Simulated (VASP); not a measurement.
Wanted: the native input for a VASP 6.6.1 run.

```
Task                   : single point
Functional             : r2SCAN
Potentials or basis    : VASP PAW PBE potentials, release 64 (B, As)
Cutoff                 : 520 eV
k mesh                 : 15 × 15 × 15
Occupations            : fermi-dirac, width 0.1 eV
Spin                   : no spin polarisation
Dipole correction      : no
Further INCAR settings : ALGO = Normal; EDIFF = 1e-07; NBANDS = 11
```

Crystal: BAs (zincblende type).

```xyz
2
Lattice="0.0000 2.2657 2.2657 2.2657 0.0000 2.2657 2.2657 2.2657 0.0000" Properties=species:S:1:pos:R:3 pbc="T T T"
B     0.0000    0.0000    0.0000
As    1.1329    1.1329    1.1329
```

These files were run (other wordings do the same):

POSCAR

```
BAs
1.0
    0.0000000000      2.2657301146      2.2657301146
    2.2657301146      0.0000000000      2.2657301146
    2.2657301146      2.2657301146      0.0000000000
B As
1 1
Direct
    0.0000000000      0.0000000000      0.0000000000
    0.2500000000      0.2500000000      0.2500000000
```

INCAR.step1

```
SYSTEM = BAs
PREC = Accurate ; ENCUT = 520
ISMEAR = -1 ; SIGMA = 0.1
LREAL = .FALSE. ; LASPH = .TRUE.
NELM = 100 ; NBANDS = 11
GGA = PE ; ALGO = Normal
EDIFF = 1E-4 ; LWAVE = .TRUE.
LCHARG = .FALSE.
```

INCAR.step2

```
SYSTEM = BAs
PREC = Accurate ; ENCUT = 520
EDIFF = 1E-7 ; ISMEAR = -1
SIGMA = 0.1 ; LREAL = .FALSE.
LASPH = .TRUE. ; NELM = 100
ALGO = Normal ; ISIF = 2
LWAVE = .FALSE. ; LCHARG = .FALSE.
METAGGA = R2SCAN ; LMIXTAU = .TRUE.
NBANDS = 11 ; ISTART = 1
```

KPOINTS

```
Automatic mesh
0
G
  15 15 15
  0 0 0
```

Potentials or basis: VASP PAW PBE potentials, release 64 (B, As).

Launch:

```console
$ cat potpaw_PBE.64/B/POTCAR potpaw_PBE.64/As/POTCAR > POTCAR
$ cp INCAR.step1 INCAR
$ mpirun -np 1 vasp_std > vasp.out
$ cp INCAR.step2 INCAR
$ mpirun -np 1 vasp_std > vasp.out
```

It gave:

```json
{"Pressure": "32.6 GPa", "Band gap on the k mesh": "1.19 eV (least direct gap 3.65 eV)"}
```

Caveat: the cell stands under pressure; the PAW data sets were made with another functional, which shifts forces and pressure a little; an odd mesh through Γ misses points on the zone boundary, where band edges can lie.

Run time: 2.1 min on 1 thread of Intel Xeon 8259CL, on a shared host, peak memory 0.17 GiB.
